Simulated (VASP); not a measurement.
Write the native input for VASP 6.6.1 that does the following.

* Task: single point
* Functional: PBEsol
* Potentials or basis: VASP PAW PBE potentials, release 64 (N)
* Cutoff: 520 eV
* k mesh: 4 × 4 × 3
* Occupations: methfessel-paxton, width 0.01 eV
* Spin: no spin polarisation
* Dipole correction: no
* Further INCAR settings: ALGO = Normal; EDIFF = 1e-06; NBANDS = 18

The structure of N lies in POSCAR:

```
N
1.0
    4.0840620000      0.0000000000      0.0000000000
    0.0000000000      4.0840620000      0.0000000000
    0.0000000000      0.0000000000      5.3459130000
N
4
Direct
    0.9042750000      0.9042750000      0.0000000000
    0.5957250000      0.4342750000      0.5000000000
    0.0957250000      0.0957250000      0.0000000000
    0.4042750000      0.5957250000      0.5000000000
```

One way to write it, as run:

INCAR

```
PREC = Accurate ; ENCUT = 520
EDIFF = 1E-6 ; ISMEAR = 1
SIGMA = 0.01 ; LREAL = F
LASPH = T ; NELM = 80
ALGO = Normal ; ISIF = 2
LWAVE = F ; LCHARG = F
GGA = PS ; NBANDS = 18
```

KPOINTS

```
Automatic mesh
0
Gamma
  4 4 3
```

Potentials or basis: VASP PAW PBE potentials, release 64 (N).

Command:

```console
$ cat potpaw_PBE.64/N/POTCAR > POTCAR
$ mpirun -np 1 vasp_std > vasp.out
```

It gave:

* Pressure: 12.2 GPa
* Largest force: 19.045 eV/Å
* Band gap on the k mesh: 7.10 eV (least direct gap 7.29 eV)

Caveat: the standard files for N, O and F lose accuracy on very short bonds; the cell stands under pressure; this functional lacks dispersion, which holds the molecules together, so the pressure and a relaxed volume are unreliable; the PAW data sets were made with another functional, which shifts forces and pressure a little; an odd mesh through Γ misses points on the zone boundary, where band edges can lie.

Wall time 24 s on 1 thread of Intel Xeon 8259CL, on a shared host, peak memory 0.18 GiB.
